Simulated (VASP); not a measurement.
# TiN (Fm-3m) in VASP: single point with LDA

Aim: the single point of TiN with LDA.

Program: VASP 6.6.1. These are calculated values, not measurements. Logs are shortened: lines on timing, memory, paths and dates and some standing lists are left out, and cuts for length are marked.

## 1. The cell of the first run

It takes space group Fm-3m (No. 225, cubic). The conventional cell has a = 4.173 Å, b = 4.173 Å, c = 4.173 Å, α = 90.00°, β = 90.00°, γ = 90.00°. Within 2.8 Å of Ti (site symmetry m-3m) lie 6 N at 2.09 Å. N (site symmetry m-3m) has 6 Ti at 2.09 Å within 2.8 Å.

## 2. Single point, LDA

Input file INCAR:

```
ALGO = Normal
EDIFF = 1E-6
ENCUT = 1330
GGA = CA
GGA_COMPAT = F
ISIF = 2
ISMEAR = 0
LASPH = T
LCHARG = T
LELF = T
LREAL = F
LVHAR = T
LWAVE = F
NBANDS = 16
NELM = 120
PREC = Accurate
SIGMA = 0.1
```

Input file KPOINTS:

```
k-points
0
Gamma
  8 8 8
```

Input file POSCAR:

```
TiN
1.0
    0.0000000000      2.0862956476      2.0862956476
    2.0862956476      0.0000000000      2.0862956476
    2.0862956476      2.0862956476      0.0000000000
Ti N
1 1
Direct
    0.0000000000      0.0000000000      0.0000000000
    0.5000000000      0.5000000000      0.5000000000
```

Potentials or basis: VASP PAW LDA potentials, release 64 (Ti_sv, N_h).

Launch:

```
> cat potpaw_LDA.64/Ti_sv/POTCAR potpaw_LDA.64/N_h/POTCAR > POTCAR
> mpirun -np 1 vasp_std > vasp.out
```

OUTCAR:

```text
EDIFF = 1E-6
   ENCUT = 1330
   GGA = CA
   ISIF = 2
   ISMEAR = 0
   LASPH = T
   LREAL = F
   NELM = 120
   PREC = Accurate

 ion  position               nearest neighbor table
   1  0.000  0.000  0.000-   2 2.09   2 2.09   2 2.09   2 2.09   2 2.09   2 2.09
   2  0.500  0.500  0.500-   1 2.09   1 2.09   1 2.09   1 2.09   1 2.09   1 2.09

  LATTYP: Found a face centered cubic cell.
 ALAT       =     4.1725912952

  Lattice vectors:

 A1 = (   0.0000000000,   2.0862956476,   2.0862956476)
 A2 = (   2.0862956476,   0.0000000000,   2.0862956476)
 A3 = (   2.0862956476,   2.0862956476,   0.0000000000)

Analysis of symmetry for initial positions (statically):
=====================================================================
 Subroutine PRICEL returns:
 Original cell was already a primitive cell.

 Routine SETGRP: Setting up the symmetry group for a
 face centered cubic supercell.

 Subroutine GETGRP returns: Found 48 space group operations
 (whereof 48 operations were pure point group operations)
 out of a pool of 48 trial point group operations.

The static configuration has the point symmetry O_h .

Analysis of symmetry for dynamics (positions and initial velocities):
=====================================================================
 Subroutine PRICEL returns:
 Original cell was already a primitive cell.

 Routine SETGRP: Setting up the symmetry group for a
 face centered cubic supercell.

 Subroutine GETGRP returns: Found 48 space group operations
 (whereof 48 operations were pure point group operations)
 out of a pool of 48 trial point group operations.

The dynamic configuration has the point symmetry O_h .

 Subroutine INISYM returns: Found 48 space group operations
 (whereof 48 operations are pure point group operations),
 and found     1 'primitive' translations

----------------------------------------------------------------------------------------

                                     Primitive cell

  volume of cell :      18.1617

  direct lattice vectors                    reciprocal lattice vectors
     0.000000000  2.086295648  2.086295648    -0.239659226  0.239659226  0.239659226
     2.086295648  0.000000000  2.086295648     0.239659226 -0.239659226  0.239659226
     2.086295648  2.086295648  0.000000000     0.239659226  0.239659226 -0.239659226

  length of vectors
     2.950467600  2.950467600  2.950467600     0.415101956  0.415101956  0.415101956

  position of ions in fractional coordinates (direct lattice)
     0.000000000  0.000000000  0.000000000
     0.500000000  0.500000000  0.500000000

  ion indices of the primitive-cell ions
   primitive index   ion index
                 1           1
                 2           2

----------------------------------------------------------------------------------------

 KPOINTS: k-points

Automatic generation of k-mesh.
 Grid dimensions read from file:
 generate k-points for:    8    8    8

 Generating k-lattice:

  Cartesian coordinates                     Fractional coordinates (reciprocal lattice)
    -0.029957403  0.029957403  0.029957403     0.125000000  0.000000000  0.000000000
     0.029957403 -0.029957403  0.029957403     0.000000000  0.125000000  0.000000000
     0.029957403  0.029957403 -0.029957403     0.000000000  0.000000000  0.125000000

  Length of vectors
     0.051887744  0.051887744  0.051887744

  Shift w.r.t. Gamma in fractional coordinates (k-lattice)
     0.000000000  0.000000000  0.000000000

 Subroutine IBZKPT returns following result:
 ===========================================

 Found     29 irreducible k-points:

 Following reciprocal coordinates:
            Coordinates               Weight
  0.000000  0.000000  0.000000      1.000000
  0.125000  0.000000  0.000000      8.000000
  0.250000  0.000000  0.000000      8.000000
  0.375000  0.000000  0.000000      8.000000
  0.500000  0.000000  0.000000      4.000000
  0.125000  0.125000  0.000000      6.000000
[... 16 lines left out ...]
  0.500000  0.250000  0.125000     48.000000
 -0.375000  0.250000  0.125000     24.000000
 [... further k-points ...]
   k-points           NKPTS =     29   k-points in BZ     NKDIM =     29   number of bands    NBANDS=     16
   number of dos      NEDOS =    301   number of ions     NIONS =      2
   total plane-waves  NPLWV =  46656
   dimension x,y,z NGX =    36 NGY =   36 NGZ =   36
   dimension x,y,z NGXF=    72 NGYF=   72 NGZF=   72
   ions per type =               1   1
   NGX,Y,Z   is equivalent  to a cutoff of  20.28, 20.28, 20.28 a.u.
   NGXF,Y,Z  is equivalent  to a cutoff of  40.57, 40.57, 40.57 a.u.
 SYSTEM =  unknown system
   PREC   = accura    normal or accurate (medium, high low for compatibility)
   ISTART =      0    job   : 0-new  1-cont  2-samecut
   ICHARG =      2    charge: 1-file 2-atom 10-const
   ISPIN  =      1    spin polarized calculation?
   LNONCOLLINEAR =      F non collinear calculations
   LSORBIT =      F    spin-orbit coupling
   LASPH  =      T    aspherical Exc in radial PAW
   ENCUT  = 1330.0 eV  97.75 Ry    9.89 a.u.   8.77  8.77  8.77*2*pi/ulx,y,z
   NELM   =    120;   NELMIN=  2; NELMDL= -5     # of ELM steps
   EDIFF  = 0.1E-05   stopping-criterion for ELM
   LREAL  =      F    real-space projection
   EDIFFG = 0.1E-04   stopping-criterion for IOM
   NSW    =      0    number of steps for IOM
   IBRION =     -1    ionic relax: 0-MD 1-quasi-New 2-CG
   NFREE  =      0    steps in history (QN), initial steepest desc. (CG)
   ISIF   =      2    stress and relaxation
   ISYM   =      2    0-nonsym 1-usesym 2-fastsym
   POTIM  = 0.5000    time-step for ionic-motion
   TEBEG  =    0.0;   TEEND  =   0.0 temperature during run
   PSTRESS=    0.0 pullay stress
   NELECT =      17.0000    total number of electrons
   NUPDOWN=      -1.0000    fix difference up-down
   EMIN   =  10.00;   EMAX   =-10.00  energy-range for DOS
   EFERMI =   0.00;   METHOD = LEGACY
   ISMEAR =     0;   SIGMA  =   0.10  broadening in eV -4-tet -1-fermi 0-gaus
   EFERMI_NEDOS =   21; number of points for ismear=-14 and -15
   IALGO  =     38    algorithm
   IMIX   =      4    mixing-type and parameters
     AMIX     =   0.40;   BMIX     =  1.00
     AMIX_MAG =   1.60;   BMIX_MAG =  1.00
  volume/ion in A,a.u.               =       9.08        61.28
  Fermi-wavevector in a.u.,A,eV,Ry     =   1.601420  3.026245 34.892773  2.564546
  Thomas-Fermi vector in A             =   2.698401
   LORBIT       =      0    0 simple, 1 ext, 2 COOP (PROOUT), +10 PAW based schemes
   GGA     = CA    functional components
   LHFCALC =     F    Hartree Fock is set to
   AEXX    =    0.0000 exact exchange contribution
   IVDW    =     0    specifies the selected vdW correction
   LEPSILON=     F    determine dielectric tensor
   LRPA    =     F    only Hartree local field effects (RPA)
 non-spin polarized calculation
 Gauss-broadening in eV      SIGMA  =   0.10
  energy-cutoff  :     1330.00
  volume of cell :       18.16
 maximum number of plane-waves:      2018
   NGX = 17   NGY = 17   NGZ = 17

 number of electron      17.0000000 magnetization

 Free energy of the ion-electron system (eV)
  ---------------------------------------------------
  ext. energy  EPLUGINS =         0.00000000
  ---------------------------------------------------
  free energy    TOTEN  =       -21.66593738 eV

  energy without entropy =      -21.65751190  energy(sigma->0) =      -21.66172464

 E-fermi :  12.2641     XC(G=0): -13.6618

 val. band max:       12.2572354477   @ k =   0.3750   0.1250   0.0000
 cond. band min:      12.2887860634   @ k =  -0.3750   0.3750   0.1250
 fundamental gap:      0.0315506157
 Fermi energy:        12.2641036077

 k-point     1 :       0.0000    0.0000    0.0000
  band No.  band energies     occupation
      1     -44.8173      2.00000
      2     -21.1335      2.00000
      3     -21.1335      2.00000
      4     -21.1335      2.00000
      5      -4.8870      2.00000
      6      10.1799      2.00000
[... 8 lines left out ...]
     15      25.5773      0.00000
     16      32.7224      0.00000

 k-point     2 :       0.1250    0.0000    0.0000
  band No.  band energies     occupation
      1     -44.7987      2.00000
      2     -21.2572      2.00000
      3     -21.1434      2.00000
      4     -21.1434      2.00000
      5      -4.5566      2.00000
      6       8.7499      2.00000
[... 8 lines left out ...]
     15      25.8097      0.00000
     16      32.2121      0.00000

 k-point     3 :       0.2500    0.0000    0.0000
  band No.  band energies     occupation
      1     -44.7536      2.00000
      2     -21.5462      2.00000
      3     -21.1671      2.00000
      4     -21.1671      2.00000
      5      -3.6932      2.00000
      6       6.5524      2.00000
[... 8 lines left out ...]
     15      25.6044      0.00000
     16      30.3630      0.00000

 k-point     4 :       0.3750    0.0000    0.0000
  band No.  band energies     occupation
      1     -44.7080      2.00000
      2     -21.8230      2.00000
      3     -21.1905      2.00000
      4     -21.1905      2.00000
      5      -2.6626      2.00000
      6       4.6814      2.00000
[... 8 lines left out ...]
     15      26.0172      0.00000
     16      28.1643      0.00000
[... 324 lines left out ...]
 k-point    22 :       0.3750    0.2500    0.1250
  band No.  band energies     occupation
      1     -44.7200      2.00000
      2     -21.5975      2.00000
      3     -21.3096      2.00000
      4     -21.2073      2.00000
      5      -3.3317      2.00000
      6       5.7033      2.00000
[... 8 lines left out ...]
     15      25.6859      0.00000
     16      27.9713      0.00000

 k-point    23 :       0.5000    0.2500    0.1250
  band No.  band energies     occupation
      1     -44.6834      2.00000
      2     -21.7415      2.00000
      3     -21.3813      2.00000
      4     -21.2445      2.00000
      5      -2.7736      2.00000
      6       5.1296      2.00000
[... 8 lines left out ...]
     15      25.3317      0.00000
     16      26.8428      0.00000

 k-point    24 :      -0.3750    0.2500    0.1250
  band No.  band energies     occupation
      1     -44.6681      2.00000
      2     -21.8038      2.00000
      3     -21.3995      2.00000
      4     -21.2677      2.00000
      5      -2.5309      2.00000
      6       4.8932      2.00000
[... 8 lines left out ...]
     15      25.5583      0.00000
     16      26.5799      0.00000

 [... further k-points ...]

------------------------ aborting loop because EDIFF is reached ----------------------------------------

  FORCE on cell =-STRESS in cart. coord.  units (eV):
  Direction    XX          YY          ZZ          XY          YZ          ZX
  --------------------------------------------------------------------------------------
  -------------------------------------------------------------------------------------
  Total        0.1092262      0.1092262      0.1092262      0.0000000     -0.0000000     -0.0000000
  in kB        9.6356261      9.6356261      9.6356261      0.0000000     -0.0000000     -0.0000000
  external PRESSURE =       9.6356261 kB  Pullay stress =       0.0000000 kB

 VOLUME and BASIS-vectors are now :
 -----------------------------------------------------------------------------
  energy-cutoff  :     1330.00
  volume of cell :       18.16
      direct lattice vectors                 reciprocal lattice vectors
     0.000000000  2.086295648  2.086295648    -0.239659226  0.239659226  0.239659226
     2.086295648  0.000000000  2.086295648     0.239659226 -0.239659226  0.239659226
     2.086295648  2.086295648  0.000000000     0.239659226  0.239659226 -0.239659226

 POSITION                                       TOTAL-FORCE (eV/Angst)
 -----------------------------------------------------------------------------------
      0.00000      0.00000      0.00000        -0.000000     -0.000000     -0.000000
      2.08630      2.08630      2.08630         0.000000      0.000000      0.000000
 -----------------------------------------------------------------------------------
    total drift:                                0.000000      0.000000      0.000000

  FREE ENERGIE OF THE ION-ELECTRON SYSTEM (eV)
  ---------------------------------------------------
  free  energy   TOTEN  =       -21.6659373755 eV

  energy  without entropy=      -21.6575118951  energy(sigma->0) =      -21.66172464
```

It took 28 s on 1 thread of Intel Xeon Platinum 8488C (Sapphire Rapids), shared host; peak memory 0.19 GiB.

What came out:

| Property | Result |
| --- | --- |
| Free energy | -21.6659 eV |
| Pressure | 1.0 GPa |
| Band gap on the k mesh | zero (an odd number of electrons rules out a gap without spin polarisation) |

The gap in the log of VASP goes by the Fermi energy; the results here count the filled bands.